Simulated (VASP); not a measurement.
# MoSe (P6_3/mmc) in VASP: single point with PBE+U

Aim: the single point of MoSe with PBE+U.

Program: VASP 6.6.1. These are calculated values, not measurements. Logs are shortened: lines on timing, memory, paths and dates and some standing lists are left out, and cuts for length are marked.

**1. The cell of the first run**

The structure is hexagonal, space group P6_3/mmc (No. 194). Conventional cell: a = 4.021 Å, b = 4.021 Å, c = 6.816 Å, α = 90.00°, β = 90.00°, γ = 120.00°. Mo (site symmetry -3m) has 6 Se at 2.88 Å and 2 Mo at 3.41 Å within 3.8 Å. Within 3.8 Å of Se (site symmetry -6m2) lie 6 Mo at 2.88 Å.

**2. Single point, PBE+U, collinear spin**

The input, INCAR:

```
SYSTEM = MoSe
PREC = Accurate
ENCUT = 520
EDIFF = 1E-6
ISMEAR = 0
SIGMA = 0.1
LREAL = .FALSE.
LASPH = .TRUE.
NELM = 150
ALGO = Normal
ISIF = 2
LWAVE = .FALSE.
LCHARG = .TRUE.
ISPIN = 2
MAGMOM = 2 2 0 0
LORBIT = 11
LMAXMIX = 4
LDAU = .TRUE.
LDAUTYPE = 2
LDAUL = 2 -1
LDAUU = 4.38 0
LDAUJ = 0 0
LDAUPRINT = 1
GGA = PE
LELF = .TRUE.
LVHAR = .TRUE.
NBANDS = 32
```

The input, KPOINTS:

```
Automatic mesh
0
G
  12 12 6
  0 0 0
```

The input, POSCAR:

```
MoSe
1.0
    4.0210081880      0.0000000000      0.0000000000
   -2.0105040940      3.4822952396      0.0000000000
    0.0000000000      0.0000000000      6.8157726664
Mo Se
2 2
Direct
    0.0000000000      0.0000000000      0.0000000000
    0.0000000000      0.0000000000      0.5000000000
    0.3333333333      0.6666666667      0.2500000000
    0.6666666667      0.3333333333      0.7500000000
```

Potentials or basis: VASP PAW PBE potentials, release 64 (Mo_sv, Se).

On the command line:

```bash
$ cat potpaw_PBE.64/Mo_sv/POTCAR potpaw_PBE.64/Se/POTCAR > POTCAR
$ mpirun -np 1 vasp_std > vasp.out
```

OUTCAR:

```text
SYSTEM = MoSe
   PREC = Accurate
   ENCUT = 520
   EDIFF = 1E-6
   ISMEAR = 0
   LREAL = .FALSE.
   LASPH = .TRUE.
   NELM = 150
   ISIF = 2
   ISPIN = 2
   LORBIT = 11
   GGA = PE

 ion  position               nearest neighbor table
   1  0.000  0.000  0.000-   3 2.88   4 2.88   3 2.88   4 2.88   4 2.88   3 2.88   2 3.41   2 3.41

   2  0.000  0.000  0.500-   3 2.88   4 2.88   3 2.88   4 2.88   4 2.88   3 2.88   1 3.41   1 3.41

   3  0.333  0.667  0.250-   1 2.88   2 2.88   1 2.88   2 2.88   1 2.88   2 2.88
   4  0.667  0.333  0.750-   1 2.88   2 2.88   1 2.88   2 2.88   1 2.88   2 2.88

  LATTYP: Found a hexagonal cell.
 ALAT       =     4.0210081880
 C/A-ratio  =     1.6950407330

  Lattice vectors:

 A1 = (   4.0210081880,   0.0000000000,   0.0000000000)
 A2 = (  -2.0105040940,   3.4822952396,   0.0000000000)
 A3 = (   0.0000000000,   0.0000000000,   6.8157726664)

Analysis of symmetry for initial positions (statically):
=====================================================================
 Subroutine PRICEL returns:
 Original cell was already a primitive cell.

 Routine SETGRP: Setting up the symmetry group for a
 hexagonal supercell.

 Subroutine GETGRP returns: Found 24 space group operations
 (whereof 12 operations were pure point group operations)
 out of a pool of 24 trial point group operations.

The static configuration has the point symmetry D_3d.
 The point group associated with its full space group is D_6h.

Analysis of symmetry for dynamics (positions and initial velocities):
=====================================================================
 Subroutine PRICEL returns:
 Original cell was already a primitive cell.

 Routine SETGRP: Setting up the symmetry group for a
 hexagonal supercell.

 Subroutine GETGRP returns: Found 24 space group operations
 (whereof 12 operations were pure point group operations)
 out of a pool of 24 trial point group operations.

The dynamic configuration has the point symmetry D_3d.
 The point group associated with its full space group is D_6h.

Analysis of structural, dynamic, and magnetic symmetry:
=====================================================================
 Subroutine PRICEL returns:
[... 217 lines left out ...]
  o =  0.6211  v = -0.0000 -0.8441 -0.0000 -0.0000 -0.5362  0.0000  0.0000  0.0000  0.0000  0.0000      0.0000  0.0000  0.0000  0.0000  0.0000  0.0000  0.0000  0.0000  0.0000  0.0000
  o =  0.6211  v = -0.5362  0.0000  0.0000 -0.8441  0.0000  0.0000  0.0000  0.0000  0.0000  0.0000      0.0000  0.0000  0.0000  0.0000  0.0000  0.0000  0.0000  0.0000  0.0000  0.0000
  o =  0.8386  v =  0.0000 -0.5362  0.0000 -0.0000  0.8441  0.0000  0.0000  0.0000  0.0000  0.0000      0.0000  0.0000  0.0000  0.0000  0.0000  0.0000  0.0000  0.0000  0.0000  0.0000
  o =  0.8386  v =  0.8441  0.0000 -0.0000 -0.5362 -0.0000  0.0000  0.0000  0.0000  0.0000  0.0000      0.0000  0.0000  0.0000  0.0000  0.0000  0.0000  0.0000  0.0000  0.0000  0.0000
  o =  0.8454  v =  0.0000  0.0000  1.0000 -0.0000 -0.0000  0.0000  0.0000  0.0000  0.0000  0.0000      0.0000  0.0000  0.0000  0.0000  0.0000  0.0000  0.0000  0.0000  0.0000  0.0000

 number of electron      40.0000001 magnetization       7.9994517

 Free energy of the ion-electron system (eV)
  ---------------------------------------------------
  ext. energy  EPLUGINS =         0.00000000
  ---------------------------------------------------
  free energy    TOTEN  =       -20.66969038 eV

  energy without entropy =      -20.66464816  energy(sigma->0) =      -20.66716927

 E-fermi :   6.4179     XC(G=0): -10.0961

 val. band max:        6.4152636384   @ k =   0.2500   0.0833   0.3333
 cond. band min:       6.4539194352   @ k =   0.0833  -0.0000   0.5000
 fundamental gap:      0.0386557968
 Fermi energy:         6.4179222163

 spin component 1

 k-point     1 :       0.0000    0.0000    0.0000
  band No.  band energies     occupation
      1     -55.6713      1.00000
      2     -55.6642      1.00000
      3     -29.9809      1.00000
      4     -29.8889      1.00000
      5     -29.8889      1.00000
      6     -29.8780      1.00000
[... 1673 lines left out ...]
     31      13.9564      0.00000
     32      14.3542      0.00000

 [... further k-points ...]

------------------------ aborting loop because EDIFF is reached ----------------------------------------

  FORCE on cell =-STRESS in cart. coord.  units (eV):
  Direction    XX          YY          ZZ          XY          YZ          ZX
  --------------------------------------------------------------------------------------
  -------------------------------------------------------------------------------------
  Total       -0.8015433     -0.8015433     -0.7003433      0.0000000      0.0000000      0.0000000
  in kB      -13.4561843    -13.4561843    -11.7572547      0.0000000      0.0000000      0.0000000
  external PRESSURE =     -12.8898745 kB  Pullay stress =       0.0000000 kB

 VOLUME and BASIS-vectors are now :
 -----------------------------------------------------------------------------
  energy-cutoff  :      520.00
  volume of cell :       95.44
      direct lattice vectors                 reciprocal lattice vectors
     4.021008188  0.000000000  0.000000000     0.248693848  0.143583460  0.000000000
    -2.010504094  3.482295240  0.000000000     0.000000000  0.287166920  0.000000000
     0.000000000  0.000000000  6.815772666     0.000000000  0.000000000  0.146718509

 POSITION                                       TOTAL-FORCE (eV/Angst)
 -----------------------------------------------------------------------------------
      0.00000      0.00000      0.00000         0.000000      0.000000      0.000000
      0.00000      0.00000      3.40789         0.000000      0.000000      0.000000
     -0.00000      2.32153      1.70394        -0.000000      0.000000      0.000000
      2.01050      1.16077      5.11183         0.000000     -0.000000     -0.000000
 -----------------------------------------------------------------------------------
    total drift:                                0.000000      0.000000      0.000000

  FREE ENERGIE OF THE ION-ELECTRON SYSTEM (eV)
  ---------------------------------------------------
  free  energy   TOTEN  =       -20.6696903768 eV

  energy  without entropy=      -20.6646481606  energy(sigma->0) =      -20.66716927

 total charge

# of ion       s       p       d       tot
------------------------------------------
    1        2.183   6.050   3.923  12.155
    2        2.183   6.050   3.923  12.155
    3        1.459   2.343   0.031   3.832
    4        1.459   2.343   0.031   3.832
--------------------------------------------------
tot          7.283  16.784   7.907  31.975

 magnetization (x)

# of ion       s       p       d       tot
------------------------------------------
    1        0.057   0.031   3.543   3.631
    2        0.057   0.031   3.543   3.631
    3        0.021  -0.176   0.024  -0.130
    4        0.021  -0.176   0.024  -0.130
--------------------------------------------------
tot          0.157  -0.288   7.134   7.002
```

OSZICAR:

```text
N       E                     dE             d eps       ncg     rms          rms(c)
DAV:   1     0.326128940252E+03    0.32613E+03   -0.21154E+04 10568   0.117E+03
DAV:   2    -0.453683577408E+01   -0.33067E+03   -0.31835E+03 11440   0.326E+02
DAV:   3    -0.174130885981E+02   -0.12876E+02   -0.12521E+02 12248   0.567E+01
DAV:   4    -0.175717185183E+02   -0.15863E+00   -0.15837E+00 10376   0.634E+00
DAV:   5    -0.175733522472E+02   -0.16337E-02   -0.16332E-02 12176   0.603E-01    0.110E+01
DAV:   6    -0.193622307352E+02   -0.17889E+01   -0.10426E+01 10216   0.137E+01    0.104E+01
DAV:   7    -0.201602379139E+02   -0.79801E+00   -0.69561E-01 10584   0.412E+00    0.556E+00
DAV:   8    -0.205585487567E+02   -0.39831E+00   -0.40765E-01 11136   0.377E+00    0.306E+00
DAV:   9    -0.206505137982E+02   -0.91965E-01   -0.17965E-01 10664   0.249E+00    0.150E+00
DAV:  10    -0.206667153911E+02   -0.16202E-01   -0.28565E-02 10984   0.845E-01    0.611E-01
DAV:  11    -0.206685833298E+02   -0.18679E-02   -0.35952E-03 11600   0.345E-01    0.222E-01
DAV:  12    -0.206695250634E+02   -0.94173E-03   -0.59607E-04 11240   0.142E-01    0.808E-02
DAV:  13    -0.206696381779E+02   -0.11311E-03   -0.18087E-04 11216   0.633E-02    0.430E-02
DAV:  14    -0.206696772133E+02   -0.39035E-04   -0.29715E-05 11600   0.319E-02    0.174E-02
DAV:  15    -0.206696882522E+02   -0.11039E-04   -0.73818E-06  9880   0.144E-02    0.709E-03
DAV:  16    -0.206696901250E+02   -0.18728E-05   -0.23039E-06  9608   0.807E-03    0.231E-03
DAV:  17    -0.206696903768E+02   -0.25179E-06   -0.21087E-07  5944   0.271E-03
   1 F= -.20669690E+02 E0= -.20667169E+02  d E =-.504222E-02  mag=     7.9993
```

Wall time 11 min (1 thread of Intel Xeon Platinum 8488C (Sapphire Rapids), shared host); peak memory 0.47 GiB.

Results:

```yaml
Free_energy: -20.6697 eV
Pressure: -1.3 GPa
Band_gap_on_the_k_mesh: zero (filled and empty bands overlap)
Net_moment: 8.00 μB per cell
Site_moments: Mo +3.63; Se -0.13 μB
Valence_electrons_inside_the_program's_atomic_spheres: Mo 12.15; Se 3.83
```

Stress tensor (GPa, compression positive):
```
-1.35  0.00  0.00
 0.00 -1.35  0.00
 0.00  0.00 -1.18
```

Eigenvalues of the final occupation matrices:
```tsv
site	spin	trace	eigenvalues
site 1 d	1	3.76	0.62 0.62 0.84 0.84 0.85
site 1 d	2	0.19	0.01 0.01 0.02 0.08 0.08
site 2 d	1	3.76	0.62 0.62 0.84 0.84 0.85
site 2 d	2	0.19	0.01 0.01 0.02 0.08 0.08
```

The gap in the log of VASP goes by the Fermi energy; the results here count the filled bands.